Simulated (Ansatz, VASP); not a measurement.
Two plane-wave programs on LiF

The input INCAR:

```
SYSTEM = LiF
ALGO = Normal
EDIFF = 1E-6
ENCUT = 520
GGA = CA
ISIF = 2
ISMEAR = 0
LASPH = .True.
LCHARG = .True.
LELF = .True.
LREAL = .False.
LVHAR = .True.
LWAVE = .False.
NBANDS = 18
NELM = 80
PREC = Accurate
SIGMA = 0.05
```

File KPOINTS:

```
k-points
0
Gamma
  9 9 6
  0 0 0
```

The input POSCAR:

```
LiF
1.0
    3.1154738578      0.0000000000      0.0000000000
   -1.5577369289      2.6980795057      0.0000000000
    0.0000000000      0.0000000000      4.4071493192
Li F
2 2
Direct
    0.3333333333      0.6666666667      0.3933365971
    0.6666666667      0.3333333333      0.8933365971
    0.3333333333      0.6666666667      0.9910195924
    0.6666666667      0.3333333333      0.4910195924
```

Input for Ansatz:

```yaml
crystal:
  lattice:
    - [3.1154738578, 0.0, 0.0]
    - [-1.5577369289, 2.6980795057, 0.0]
    - [0.0, 0.0, 4.4071493192]
  atoms:
    - { symbol: Li, position: [0.3333333333, 0.6666666667, 0.3933365971] }
    - { symbol: Li, position: [0.6666666667, 0.3333333333, 0.8933365971] }
    - { symbol: F, position: [0.3333333333, 0.6666666667, 0.9910195924] }
    - { symbol: F, position: [0.6666666667, 0.3333333333, 0.4910195924] }
basis:
  ecutwfc: 520.0
kpoints:
  mp_grid: { grid: [9, 9, 6] }
hamiltonian:
  xc: lda
scf:
  occupations: { method: gaussian, width: 0.05 }
output:
  forces: true
  stress: true
  eigenvalues: true
```

Alike in both runs: task single point; functional LDA; k mesh 9 × 9 × 6; occupations gaussian, width 0.05 eV; no spin polarisation.

|  | VASP | Ansatz |
| --- | --- | --- |
| version | VASP 6.6.1 | Ansatz 0.2.0 |
| potentials or method | VASP PAW LDA potentials, release 64 (Li_sv, F), cutoff 520 eV | scalar-relativistic, plane waves, PAW |
| valence electrons in the cell | 20 | 20 |

Ansatz gave:

| Property | Result |
| --- | --- |
| gap on the k mesh at the Fermi level (eV) | 7.70 |
| least direct gap on the mesh (eV) | 7.70 |
| rms of the force components (eV/Å) | 0.163 |

Problem. Estimate VASP's values.

Solution. gap on the k mesh at the Fermi level (eV): 7.69; least direct gap on the mesh (eV): 7.69; rms of the force components (eV/Å): 0.167.

LDA's correlation is that of Perdew and Zunger in VASP and of Perdew and Wang (1992) in Ansatz. Atom by atom the forces differ by 0.004 eV/Å (rms over components).

Noted on VASP's run: the cutoff is short for stress, so the pressure is rough.
